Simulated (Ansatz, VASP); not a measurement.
K in VASP and in Ansatz

```xyz
1
Lattice="-2.5242 2.5242 2.5242 2.5242 -2.5242 2.5242 2.5242 2.5242 -2.5242" Properties=species:S:1:pos:R:3 pbc="T T T"
K     0.0000    0.0000    0.0000
```

Alike in both runs: functional LDA; k mesh 16 × 16 × 16; occupations gaussian, width 0.1 eV; no spin polarisation.

Ansatz relaxed the structure, and its values are those at the end. VASP's run is a single point on that final structure, the one shown.

```csv
,VASP,Ansatz
version,VASP 6.6.1,Ansatz 0.2.0
potentials or method,"VASP PAW LDA potentials, release 64 (K_sv), cutoff 520 eV","scalar-relativistic, plane waves, PAW"
valence electrons in the cell,9,9
```

```tsv
	VASP	Ansatz	Ansatz less VASP
gap on the k mesh at the Fermi level (eV)	none	none	-
pressure (GPa)	0.0	0.0	+0.01
```

Ansatz warns that its potentials were made for another functional, while VASP's fit it. LDA's correlation is that of Perdew and Zunger in VASP and of Perdew and Wang (1992) in Ansatz. A gap of «none» marks a metal or a gap that the smearing closes.
